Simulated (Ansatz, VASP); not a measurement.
## One calculation of Ir, two programs

The input INCAR:

```
  PREC = Accurate
  ENCUT = 560
  EDIFF = 1E-6
  ISMEAR = 0
  SIGMA = 0.15
  LREAL = F
  LASPH = T
  NELM = 120
  ALGO = Normal
  ISIF = 2
  LWAVE = F
  LCHARG = F
  GGA = CA
  NBANDS = 14
  GGA_COMPAT = F
```

Contents of KPOINTS:

```
regular mesh
0
Gamma
  20 20 20
```

The input POSCAR:

```
Ir
1.0
    0.0000000000      1.9054048527      1.9054048527
    1.9054048527      0.0000000000      1.9054048527
    1.9054048527      1.9054048527      0.0000000000
Ir
1
Direct
    0.0000000000      0.0000000000      0.0000000000
```

Input for Ansatz:

```yaml
crystal:
  lattice:
    - [0.0, 1.9054048527, 1.9054048527]
    - [1.9054048527, 0.0, 1.9054048527]
    - [1.9054048527, 1.9054048527, 0.0]
  atoms:
    - { symbol: Ir, position: [0.0, 0.0, 0.0] }
basis:
  ecutwfc: 420
kpoints:
  mp_grid: { grid: [20, 20, 20] }
hamiltonian:
  xc: lda
scf:
  occupations: { method: gaussian, width: 0.15 }
output:
  forces: true
  stress: true
  eigenvalues: true
  write_density: true
  write_potential: true
  elf: true
  volumetric_format: npy
```

Alike in both runs: task single point; functional LDA; k mesh 20 × 20 × 20; occupations gaussian, width 0.15 eV; no spin polarisation.

|  | VASP | Ansatz |
| --- | --- | --- |
| version | VASP 6.6.1 | Ansatz 0.2.0 |
| potentials or method | VASP PAW LDA potentials, release 64 (Ir_sv_GW), cutoff 560 eV | scalar-relativistic, plane waves, PAW |
| valence electrons in the cell | 17 | 17 |

Ansatz gave:

- gap on the k mesh at the Fermi level (eV): none
- pressure (GPa): 0.0

Question: Which values does VASP return?

Answer: gap on the k mesh at the Fermi level (eV): none; pressure (GPa): -0.4.

LDA's correlation is that of Perdew and Zunger in VASP and of Perdew and Wang (1992) in Ansatz. A gap of «none» marks a metal or a gap that the smearing closes.

Neither program's run includes spin-orbit coupling.
